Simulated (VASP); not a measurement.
A run of VASP 6.6.1:

Contents of INCAR:

```
PREC     = Accurate       # precision mode
ENCUT    = 600            # plane-wave cutoff, eV
EDIFF    = 1E-6           # SCF threshold, eV
ISMEAR   = 0              # smearing method
SIGMA    = 0.1            # smearing width, eV
LREAL    = F              # projectors in reciprocal space
LASPH    = T              # aspherical terms in the spheres
NELM     = 80             # most SCF steps
ALGO     = Fast           # electronic algorithm
ISIF     = 4              # what is computed and relaxed
LWAVE    = F              # write WAVECAR
LCHARG   = F              # write CHGCAR
GGA      = PS             # functional
IBRION   = 2              # ionic algorithm
NSW      = 50             # ionic steps
EDIFFG   = -0.01          # ionic threshold
```

KPOINTS

```
regular mesh
0
Gamma
  16 14 10
```

POSCAR

```
Au
1.0
    2.8187375135     -0.0174405065      0.3479225819
   -0.0281795693      2.8191717147      0.3725309365
   -0.4843560755     -0.5199318823      3.8980073017
Au
2
Direct
    0.2500000000      0.2500000000      0.7500000000
    0.7500000000      0.7500000000      0.2500000000
```

Potentials or basis: VASP PAW PBE potentials, release 64 (Au).

Command:

```bash
$ cat potpaw_PBE.64/Au/POTCAR > POTCAR
$ mpirun -np 1 vasp_std > vasp.out
```

Hardware: 1 thread of AMD EPYC 9R45 96-Core Processor (Zen 5), with other jobs on the host.

Problem. How long does it take, and how much memory?

Solution. It took 110 s on 1 thread of AMD EPYC 9R45 96-Core Processor (Zen 5) (shared host), peak memory 0.41 GiB. Counts: scf iterations 12, k points 684, ion steps 1.
